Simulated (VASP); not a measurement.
## Br: vibrations by perturbation theory with LDA

The system is Br.

```
CELL_PARAMETERS angstrom
3.36325 -2.32255 0.00000
3.36325 2.32255 0.00000
0.00000 0.00000 8.70230
ATOMIC_POSITIONS crystal
Br 0.36510 0.63490 0.39010
Br 0.13490 0.86510 0.89010
Br 0.63490 0.36510 0.60990
Br 0.86510 0.13490 0.10990
```

| Property | Result |
| --- | --- |
| Program | VASP 6.6.1 |
| Task | vibrations by perturbation theory |
| Functional | LDA |
| Potentials or basis | VASP PAW LDA potentials, release 64 (Br) |
| Cutoff | 520 eV |
| k mesh | 5 × 5 × 3 |
| Occupations | gaussian, width 0.01 eV |
| Spin | no spin polarisation |
| Dipole correction | no |
| Further INCAR settings | ALGO = Normal; EDIFF = 1e-08; IBRION = 8; NSW = 1 |

```
Electronic dielectric tensor (diagonal) : 2.77, 4.91, 7.95
Born charges (mean of the diagonal)     : Br +0.00 e
Highest phonon frequency at Γ           : 309 cm⁻¹
Most unstable mode                      : 48i cm⁻¹
```

Phonon frequencies in cm⁻¹ (negative: imaginary):
| q point | frequencies |
| --- | --- |
| (0.000, 0.000, 0.000) | -48 -1 0 1 22 36 37 50 54 66 297 309 |

Electronic dielectric tensor:
```
2.77 0.00 0.00
0.00 4.91 0.00
0.00 0.00 7.95
```

Born effective charge tensors (e):
atom 1, Br
```
 0.00  0.00  0.00
 0.00  0.00 -0.63
 0.00 -1.06  0.00
```
atom 2, Br
```
0.00 0.00 0.00
0.00 0.00 0.63
0.00 1.06 0.00
```
atom 3, Br
```
 0.00  0.00  0.00
 0.00  0.00 -0.63
 0.00 -1.06  0.00
```
atom 4, Br
```
0.00 0.00 0.00
0.00 0.00 0.63
0.00 1.06 0.00
```

Wall time 5.4 min on 1 thread of Intel(R) Xeon(R) 6975P-C (Granite Rapids), on a shared host, peak memory 0.37 GiB.

Caveat: the cell stands under pressure or tension, which shifts response properties; some modes are imaginary.
